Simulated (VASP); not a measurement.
Runs of VASP 6.6.1 on TlCuF6. The structure is that of space group Fm-3m (No. 225), or close to it. The cells are those of the table. 

```csv
task,cell,k mesh,gap on the mesh (eV),pressure (GPa),relaxed volume (Å³/atom),largest force (eV/Å)
single point,"a = 5.612 Å, angles 60.0°, 8 atoms",5 × 5 × 5,none,0.2,-,0.08
single point,"a = 5.612 Å, angles 60.0°, 8 atoms",6 × 6 × 6,none,0.1,-,0.06
relaxation of cell and atoms,"relaxed from a = 5.612 Å, angles 60.0°, 8 atoms",6 × 6 × 6,none,-0.1,(a),0.01
relaxation of cell and atoms,"relaxed from a = 6.187 Å, angles 60.0°, 8 atoms",5 × 5 × 5,none,0.0,(b),0.01
```

Alike in all rows: level LDA; potentials or basis VASP PAW LDA potentials, release 64 (Tl_d, Cu, F); no spin polarisation; cutoff (eV) 600; smearing gaussian 0.02 eV.

Estimate the missing entries.

(a) 15.66; (b) 15.65.

Caveats: spin-orbit coupling is left out, which moves the levels of the heavy elements; semilocal functionals often make such compounds metallic where correlation or magnetic order opens a gap, which also shifts bond lengths; the volume moved by over 15 % at a fixed basis, so the end points are rough (some runs).

A k mesh can miss the band edges, and the runs leave out spin-orbit coupling on Tl.

A gap of «none» marks levels without a gap at the run's occupations.
